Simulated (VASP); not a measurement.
# ZnO (NiAs type) (P6_3/mmc) in VASP: notebook

Runs on ZnO (NiAs type). Level: PBE. Tasks: single point.

All numbers are computed with VASP 6.6.1; they aren't measurements. Logs are shortened: lines on timing, memory, paths and dates and some standing lists are left out, and cuts for length are marked.

### Step 1. The cell of the first run

The structure is hexagonal, space group P6_3/mmc (No. 194). Conventional cell: a = 2.364 Å, b = 2.364 Å, c = 4.676 Å, α = 90.00°, β = 90.00°, γ = 120.00°. Within 2.4 Å of Zn (site symmetry -3m) lie 6 O at 1.80 Å and 8 Zn at 2.34 to 2.36 Å. Within 2.4 Å of O (site symmetry -6m2) lie 6 Zn at 1.80 Å and 6 O at 2.36 Å.

### Step 2. Single point, PBE

File INCAR:

```
PREC = Accurate
ENCUT = 520
EDIFF = 1E-6
ISMEAR = -1
SIGMA = 0.08
LREAL = False
LASPH = True
NELM = 80
ALGO = Normal
ISIF = 2
LWAVE = False
LCHARG = False
GGA = PE
NBANDS = 26
```

File KPOINTS:

```
Automatic mesh
0
Gamma
  11 11 7
```

File POSCAR:

```
ZnO
1.0
    2.3641971411      0.0000000000      0.0000000000
   -1.1820985705      2.0474547837      0.0000000000
    0.0000000000      0.0000000000      4.6756479495
Zn O
2 2
Direct
    0.0000000000      0.0000000000      0.0000000000
    0.0000000000      0.0000000000      0.5000000000
    0.3333333333      0.6666666667      0.2500000000
    0.6666666667      0.3333333333      0.7500000000
```

Potentials or basis: VASP PAW PBE potentials, release 64 (Zn, O).

Run with:

```console
$ cat potpaw_PBE.64/Zn/POTCAR potpaw_PBE.64/O/POTCAR > POTCAR
$ mpirun -np 1 vasp_std > vasp.out
```

OUTCAR:

```text
PREC = Accurate
   ENCUT = 520
   EDIFF = 1E-6
   ISMEAR = -1
   LREAL = False
   LASPH = True
   NELM = 80
   ISIF = 2
   GGA = PE

 ion  position               nearest neighbor table
   1  0.000  0.000  0.000-   3 1.80   4 1.80   3 1.80   4 1.80   4 1.80   3 1.80   2 2.34   2 2.34

   2  0.000  0.000  0.500-   3 1.80   4 1.80   3 1.80   4 1.80   4 1.80   3 1.80   1 2.34   1 2.34

   3  0.333  0.667  0.250-   1 1.80   2 1.80   1 1.80   2 1.80   1 1.80   2 1.80
   4  0.667  0.333  0.750-   1 1.80   2 1.80   1 1.80   2 1.80   1 1.80   2 1.80

  LATTYP: Found a hexagonal cell.
 ALAT       =     2.3641971411
 C/A-ratio  =     1.9776895371

  Lattice vectors:

 A1 = (   2.3641971411,   0.0000000000,   0.0000000000)
 A2 = (  -1.1820985705,   2.0474547837,   0.0000000000)
 A3 = (   0.0000000000,   0.0000000000,   4.6756479495)

Analysis of symmetry for initial positions (statically):
=====================================================================
 Subroutine PRICEL returns:
 Original cell was already a primitive cell.

 Routine SETGRP: Setting up the symmetry group for a
 hexagonal supercell.

 Subroutine GETGRP returns: Found 24 space group operations
 (whereof 12 operations were pure point group operations)
 out of a pool of 24 trial point group operations.

The static configuration has the point symmetry D_3d.
 The point group associated with its full space group is D_6h.

Analysis of symmetry for dynamics (positions and initial velocities):
=====================================================================
 Subroutine PRICEL returns:
 Original cell was already a primitive cell.

 Routine SETGRP: Setting up the symmetry group for a
 hexagonal supercell.

 Subroutine GETGRP returns: Found 24 space group operations
 (whereof 12 operations were pure point group operations)
 out of a pool of 24 trial point group operations.

The dynamic configuration has the point symmetry D_3d.
 The point group associated with its full space group is D_6h.

 Subroutine INISYM returns: Found 24 space group operations
 (whereof 12 operations are pure point group operations),
 and found     1 'primitive' translations

----------------------------------------------------------------------------------------

                                     Primitive cell

  volume of cell :      22.6329

  direct lattice vectors                    reciprocal lattice vectors
     2.364197141  0.000000000  0.000000000     0.422976571  0.244205637  0.000000000
    -1.182098571  2.047454784  0.000000000     0.000000000  0.488411274  0.000000000
     0.000000000  0.000000000  4.675647950     0.000000000  0.000000000  0.213874101

  length of vectors
     2.364197141  2.364197141  4.675647950     0.488411274  0.488411274  0.213874101

  position of ions in fractional coordinates (direct lattice)
     0.000000000  0.000000000  0.000000000
     0.000000000  0.000000000  0.500000000
     0.333333333  0.666666667  0.250000000
     0.666666667  0.333333333  0.750000000

  ion indices of the primitive-cell ions
   primitive index   ion index
                 1           1
                 2           2
                 3           3
                 4           4

----------------------------------------------------------------------------------------

 KPOINTS: Automatic mesh

Automatic generation of k-mesh.
 Grid dimensions read from file:
 generate k-points for:   11   11    7

 Generating k-lattice:

  Cartesian coordinates                     Fractional coordinates (reciprocal lattice)
     0.038452416  0.022200512  0.000000000     0.090909091 -0.000000000  0.000000000
     0.000000000  0.044401025  0.000000000     0.000000000  0.090909091  0.000000000
     0.000000000  0.000000000  0.030553443     0.000000000  0.000000000  0.142857143

  Length of vectors
     0.044401025  0.044401025  0.030553443

  Shift w.r.t. Gamma in fractional coordinates (k-lattice)
     0.000000000  0.000000000  0.000000000

 Subroutine IBZKPT returns following result:
 ===========================================

 Found     64 irreducible k-points:

 Following reciprocal coordinates:
            Coordinates               Weight
  0.000000  0.000000  0.000000      1.000000
  0.090909 -0.000000  0.000000      6.000000
  0.181818 -0.000000  0.000000      6.000000
  0.272727  0.000000  0.000000      6.000000
  0.363636  0.000000  0.000000      6.000000
  0.454545 -0.000000  0.000000      6.000000
[... 16 lines left out ...]
  0.090909  0.090909  0.142857     12.000000
  0.181818  0.090909  0.142857     24.000000
 [... further k-points ...]
   k-points           NKPTS =     64   k-points in BZ     NKDIM =     64   number of bands    NBANDS=     26
   number of dos      NEDOS =    301   number of ions     NIONS =      4
   total plane-waves  NPLWV =  11664
   dimension x,y,z NGX =    18 NGY =   18 NGZ =   36
   dimension x,y,z NGXF=    36 NGYF=   36 NGZF=   72
   ions per type =               2   2
   NGX,Y,Z   is equivalent  to a cutoff of  12.66, 12.66, 12.80 a.u.
   NGXF,Y,Z  is equivalent  to a cutoff of  25.31, 25.31, 25.60 a.u.
 SYSTEM =  unknown system
   PREC   = accura    normal or accurate (medium, high low for compatibility)
   ISTART =      0    job   : 0-new  1-cont  2-samecut
   ICHARG =      2    charge: 1-file 2-atom 10-const
   ISPIN  =      1    spin polarized calculation?
   LNONCOLLINEAR =      F non collinear calculations
   LSORBIT =      F    spin-orbit coupling
   LASPH  =      T    aspherical Exc in radial PAW
   ENCUT  =  520.0 eV  38.22 Ry    6.18 a.u.   4.40  4.40  8.69*2*pi/ulx,y,z
   NELM   =     80;   NELMIN=  2; NELMDL= -5     # of ELM steps
   EDIFF  = 0.1E-05   stopping-criterion for ELM
   LREAL  =      F    real-space projection
   EDIFFG = 0.1E-04   stopping-criterion for IOM
   NSW    =      0    number of steps for IOM
   IBRION =     -1    ionic relax: 0-MD 1-quasi-New 2-CG
   NFREE  =      0    steps in history (QN), initial steepest desc. (CG)
   ISIF   =      2    stress and relaxation
   ISYM   =      2    0-nonsym 1-usesym 2-fastsym
   POTIM  = 0.5000    time-step for ionic-motion
   TEBEG  =    0.0;   TEEND  =   0.0 temperature during run
   PSTRESS=    0.0 pullay stress
   NELECT =      36.0000    total number of electrons
   NUPDOWN=      -1.0000    fix difference up-down
   EMIN   =  10.00;   EMAX   =-10.00  energy-range for DOS
   EFERMI =   0.00;   METHOD = LEGACY
   ISMEAR =    -1;   SIGMA  =   0.08  broadening in eV -4-tet -1-fermi 0-gaus
   EFERMI_NEDOS =   21; number of points for ismear=-14 and -15
   IALGO  =     38    algorithm
   IMIX   =      4    mixing-type and parameters
     AMIX     =   0.40;   BMIX     =  1.00
     AMIX_MAG =   1.60;   BMIX_MAG =  1.00
  volume/ion in A,a.u.               =       5.66        38.18
  Fermi-wavevector in a.u.,A,eV,Ry     =   1.911008  3.611281 49.687792  3.651950
  Thomas-Fermi vector in A             =   2.947712
   LORBIT       =      0    0 simple, 1 ext, 2 COOP (PROOUT), +10 PAW based schemes
   GGA     = PE    functional components
   LHFCALC =     F    Hartree Fock is set to
   AEXX    =    0.0000 exact exchange contribution
   IVDW    =     0    specifies the selected vdW correction
   LEPSILON=     F    determine dielectric tensor
   LRPA    =     F    only Hartree local field effects (RPA)
 non-spin polarized calculation
  energy-cutoff  :      520.00
  volume of cell :       22.63
 maximum number of plane-waves:       631
 NGX is ok and might be reduce to    18

 number of electron      35.9999959 magnetization

 Free energy of the ion-electron system (eV)
  ---------------------------------------------------
  ext. energy  EPLUGINS =         0.00000000
  ---------------------------------------------------
  free energy    TOTEN  =        -4.44286950 eV

  energy without entropy =       -4.44286950  energy(sigma->0) =       -4.44286950

 E-fermi :  12.2717     XC(G=0): -15.7750

 val. band max:       10.5501157922   @ k =   0.0000   0.0000   0.0000
 cond. band min:      14.7619427781   @ k =   0.0000   0.0000   0.0000
 fundamental gap:      4.2118269859
 Fermi energy:        12.2716880617

 k-point     1 :       0.0000    0.0000    0.0000
  band No.  band energies     occupation
      1     -15.2442      2.00000
      2     -12.6174      2.00000
      3      -4.1974      2.00000
      4       1.1488      2.00000
      5       1.1488      2.00000
      6       1.3597      2.00000
[... 18 lines left out ...]
     25      30.6192      0.00000
     26      35.3362      0.00000

 k-point     2 :       0.0909   -0.0000    0.0000
  band No.  band energies     occupation
      1     -15.0298      2.00000
      2     -12.5204      2.00000
      3      -3.9340      2.00000
      4       1.0152      2.00000
      5       1.2144      2.00000
      6       1.4201      2.00000
[... 18 lines left out ...]
     25      31.0674      0.00000
     26      31.8943      0.00000

 k-point     3 :       0.1818   -0.0000    0.0000
  band No.  band energies     occupation
      1     -14.4097      2.00000
      2     -12.2468      2.00000
      3      -3.1898      2.00000
      4       0.6346      2.00000
      5       1.3202      2.00000
      6       1.3990      2.00000
[... 18 lines left out ...]
     25      30.4648      0.00000
     26      32.1612      0.00000

 k-point     4 :       0.2727    0.0000    0.0000
  band No.  band energies     occupation
      1     -13.4659      2.00000
      2     -11.8536      2.00000
      3      -2.1518      2.00000
      4      -0.1799      2.00000
      5       0.5475      2.00000
      6       0.6372      2.00000
[... 18 lines left out ...]
     25      30.1220      0.00000
     26      31.6153      0.00000

 k-point     5 :       0.3636    0.0000    0.0000
  band No.  band energies     occupation
      1     -12.3926      2.00000
      2     -11.4363      2.00000
      3      -1.8435      2.00000
      4      -1.3751      2.00000
      5       0.0249      2.00000
      6       0.5767      2.00000
[... 18 lines left out ...]
     25      28.3406      0.00000
     26      32.8409      0.00000

 k-point     6 :       0.4545   -0.0000    0.0000
  band No.  band energies     occupation
      1     -11.6294      2.00000
      2     -11.1022      2.00000
      3      -3.1012      2.00000
      4      -1.2705      2.00000
      5      -0.1845      2.00000
      6       0.8271      2.00000
[... 427 lines left out ...]
 k-point    21 :       0.3636    0.0000    0.1429
  band No.  band energies     occupation
      1     -12.3468      2.00000
      2     -11.4850      2.00000
      3      -1.8538      2.00000
      4      -1.4703      2.00000
      5       0.0784      2.00000
      6       0.6275      2.00000
[... 18 lines left out ...]
     25      28.5892      0.00000
     26      32.5193      0.00000

 k-point    22 :       0.4545   -0.0000    0.1429
  band No.  band energies     occupation
      1     -11.6019      2.00000
      2     -11.1267      2.00000
      3      -3.0349      2.00000
      4      -1.3908      2.00000
      5      -0.1956      2.00000
      6       0.9131      2.00000
[... 18 lines left out ...]
     25      27.6833      0.00000
     26      33.2835      0.00000

 k-point    23 :       0.0909    0.0909    0.1429
  band No.  band energies     occupation
      1     -14.5246      2.00000
      2     -12.4877      2.00000
      3      -3.1792      2.00000
      4       0.8421      2.00000
      5       1.1396      2.00000
      6       1.3093      2.00000
[... 18 lines left out ...]
     25      30.9905      0.00000
     26      31.7593      0.00000

 k-point    24 :       0.1818    0.0909    0.1429
  band No.  band energies     occupation
      1     -13.7521      2.00000
      2     -12.1125      2.00000
      3      -2.3724      2.00000
      4       0.2873      2.00000
      5       0.5375      2.00000
      6       0.9204      2.00000
[... 18 lines left out ...]
     25      29.5555      0.00000
     26      31.0084      0.00000

 [... further k-points ...]

------------------------ aborting loop because EDIFF is reached ----------------------------------------

  FORCE on cell =-STRESS in cart. coord.  units (eV):
  Direction    XX          YY          ZZ          XY          YZ          ZX
  --------------------------------------------------------------------------------------
  -------------------------------------------------------------------------------------
  Total       51.5801658     51.5801658     52.2396467      0.0000000     -0.0000000      0.0000000
  in kB     3651.3503452   3651.3503450   3698.0348770      0.0000001     -0.0000000      0.0000000
  external PRESSURE =    3666.9118557 kB  Pullay stress =       0.0000000 kB

 VOLUME and BASIS-vectors are now :
 -----------------------------------------------------------------------------
  energy-cutoff  :      520.00
  volume of cell :       22.63
      direct lattice vectors                 reciprocal lattice vectors
     2.364197141  0.000000000  0.000000000     0.422976571  0.244205637  0.000000000
    -1.182098571  2.047454784  0.000000000     0.000000000  0.488411274  0.000000000
     0.000000000  0.000000000  4.675647950     0.000000000  0.000000000  0.213874101

 POSITION                                       TOTAL-FORCE (eV/Angst)
 -----------------------------------------------------------------------------------
      0.00000      0.00000      0.00000         0.000000     -0.000000     -0.000000
      0.00000      0.00000      2.33782         0.000000     -0.000000     -0.000000
     -0.00000      1.36497      1.16891        -0.000000      0.000000      0.000000
      1.18210      0.68248      3.50674         0.000000      0.000000     -0.000000
 -----------------------------------------------------------------------------------
    total drift:                                0.000000     -0.000000      0.000000

  FREE ENERGIE OF THE ION-ELECTRON SYSTEM (eV)
  ---------------------------------------------------
  free  energy   TOTEN  =        -4.4428694970 eV

  energy  without entropy=       -4.4428694970  energy(sigma->0) =       -4.44286950
```

Run time: 17 s. Hardware: 1 thread of Intel Xeon 6975P-C (Granite Rapids), shared host; peak memory 0.16 GiB.

Results:

```
Free energy            : -4.4429 eV
Pressure               : 366.7 GPa
Band gap on the k mesh : 4.21 eV, direct
```

A k mesh can miss the band edges. As with any semilocal functional, this PBE gap is likely too small.

### Step 3. Single point, PBE

File INCAR:

```
  PREC = Accurate
  ENCUT = 520
  EDIFF = 1E-6
  ISMEAR = -1
  SIGMA = 0.08
  LREAL = F
  LASPH = T
  NELM = 100
  ALGO = Normal
  ISIF = 2
  LWAVE = F
  LCHARG = T
  GGA = PE
  LELF = T
  LVHAR = T
  NBANDS = 26
```

File KPOINTS:

```
regular mesh
0
Gamma
  11 11 7
```

Changes to POSCAR since step 2:

```diff
@@ -3,4 +3,4 @@
     2.3641971411      0.0000000000      0.0000000000
-   -1.1820985705      2.0474547837      0.0000000000
-    0.0000000000      0.0000000000      4.6756479495
+   -1.1820985706      2.0474547837      0.0000000000
+    0.0000000000      0.0000000000      4.6756479494
 Zn O
```

Potentials or basis: VASP PAW PBE potentials, release 64 (Zn, O).

Run with:

```console
$ cat potpaw_PBE.64/Zn/POTCAR potpaw_PBE.64/O/POTCAR > POTCAR
$ mpirun -np 1 vasp_std > vasp.out
```

It took 20 s on 1 thread of Intel Xeon 6975P-C (Granite Rapids), shared host; peak memory 0.15 GiB.

It converged, with:

| Property | Result |
| --- | --- |
| Free energy | -4.4429 eV |
| Pressure | 366.7 GPa |
| Band gap on the k mesh | 4.21 eV, direct |

Stress tensor (GPa, compression positive):
```
365.14   0.00   0.00
  0.00 365.14   0.00
  0.00   0.00 369.80
```

Levels at points of the mesh, in eV from the valence-band top:
```
           k point  band 16  band 17  band 18  band 19  band 20  band 21
(0.00, 0.00, 0.00)    -2.99     0.00     0.00     4.21     9.22    11.82
```

A k mesh can miss the band edges.

### Step 4. Single point, PBE

File INCAR:

```
SYSTEM = ZnO
  ALGO = Normal
  EDIFF = 1E-6
  ENCUT = 520
  GGA = PE
  ISIF = 2
  ISMEAR = -1
  LASPH = .True.
  LCHARG = .False.
  LREAL = .False.
  LWAVE = .False.
  NBANDS = 26
  NELM = 60
  PREC = Accurate
  SIGMA = 0.08
```

File KPOINTS:

```
k-points
0
Gamma
  11 11 7
  0 0 0
```

POSCAR is that of step 3.

Run with:

```console
$ cat potpaw_PBE.64/Zn/POTCAR potpaw_PBE.64/O/POTCAR > POTCAR
$ mpirun -np 1 vasp_std > vasp.out
```

Run time: 22 s. Hardware: 1 thread of Intel Xeon 6975P-C (Granite Rapids), shared host; peak memory 0.15 GiB.

The run converged. Its results:

```
Free energy            : -4.4429 eV
Pressure               : 366.7 GPa
Band gap on the k mesh : 4.21 eV, direct
```

Stress tensor (GPa, compression positive):
```
365.14   0.00   0.00
  0.00 365.14   0.00
  0.00   0.00 369.80
```

Levels at points of the mesh, in eV from the valence-band top:
```csv
k point,band 16,band 17,band 18,band 19,band 20,band 21
"(0.00, 0.00, 0.00)",-2.99,0.00,0.00,4.21,9.22,11.82
```

### Step 5. Single point, PBE

This run uses another cell than the first one, of 6.58 Å³/atom, 1.164 times its volume.

File INCAR:

```
PREC = Accurate
ENCUT = 520
EDIFF = 1E-7
ISMEAR = -1
SIGMA = 0.08
LREAL = False
LASPH = True
NELM = 80
ALGO = Normal
ISIF = 2
LWAVE = False
LCHARG = True
GGA = PE
LELF = True
LVHAR = True
NBANDS = 26
```

File KPOINTS:

```
regular mesh
0
Gamma
  11 11 7
```

File POSCAR:

```
ZnO
1.0
    2.5349049812      0.0000000000      0.0000000000
   -1.2674524906      2.1952921099      0.0000000000
    0.0000000000      0.0000000000      4.7326359050
Zn O
2 2
Direct
    0.0000000000      0.0000000000      0.0000000000
    0.0000000000      0.0000000000      0.5000000000
    0.3333333333      0.6666666667      0.2500000000
    0.6666666667      0.3333333333      0.7500000000
```

Run with:

```console
$ cat potpaw_PBE.64/Zn/POTCAR potpaw_PBE.64/O/POTCAR > POTCAR
$ mpirun -np 1 vasp_std > vasp.out
```

Wall time 23 s (1 thread of Intel Xeon 6975P-C (Granite Rapids), shared host); peak memory 0.16 GiB.

The run converged. Its results:

| Quantity | Value |
| --- | --- |
| Free energy | -10.7598 eV |
| Pressure | 198.1 GPa |
| Band gap on the k mesh | 3.10 eV, direct |

Stress tensor (GPa, compression positive):
```
197.39   0.00   0.00
  0.00 197.39   0.00
  0.00   0.00 199.52
```

Levels at points of the mesh, in eV from the valence-band top:
| k point | band 15 | band 16 | band 17 | band 18 | band 19 | band 20 | band 21 | band 22 |
| --- | --- | --- | --- | --- | --- | --- | --- | --- |
| (0.00, 0.00, 0.00) | -2.63 | -2.63 | 0.00 | 0.00 | 3.10 | 7.68 | 11.18 | 17.86 |

### Step 6. Single point, PBE

File INCAR:

```
SYSTEM = ZnO
  PREC = Accurate
  ENCUT = 520
  EDIFF = 1E-6
  ISMEAR = -1
  SIGMA = 0.08
  LREAL = .FALSE.
  LASPH = .TRUE.
  NELM = 80
  ALGO = Normal
  ISIF = 2
  LWAVE = .FALSE.
  LCHARG = .FALSE.
  GGA = PE
  NBANDS = 26
```

File KPOINTS:

```
Automatic mesh
0
G
  11 11 7
  0 0 0
```

Changes to POSCAR since step 5:

```diff
@@ -4,3 +4,3 @@
    -1.2674524906      2.1952921099      0.0000000000
-    0.0000000000      0.0000000000      4.7326359050
+    0.0000000000      0.0000000000      4.7326359051
 Zn O
```

Potentials or basis: VASP PAW PBE potentials, release 64 (Zn, O).

Run with:

```console
$ cat potpaw_PBE.64/Zn/POTCAR potpaw_PBE.64/O/POTCAR > POTCAR
$ mpirun -np 1 vasp_std > vasp.out
```

It took 20 s on 1 thread of Intel Xeon 6975P-C (Granite Rapids), shared host; peak memory 0.16 GiB.

It converged, with:

```
Free energy            : -10.7598 eV
Pressure               : 198.1 GPa
Band gap on the k mesh : 3.10 eV, direct
```

Stress tensor (GPa, compression positive):
```
197.44   0.00   0.00
  0.00 197.44   0.00
  0.00   0.00 199.56
```

Levels at points of the mesh, in eV from the valence-band top:
```tsv
k point	band 15	band 16	band 17	band 18	band 19	band 20	band 21	band 22
(0.00, 0.00, 0.00)	-2.63	-2.63	0.00	0.00	3.10	7.68	11.18	17.86
```
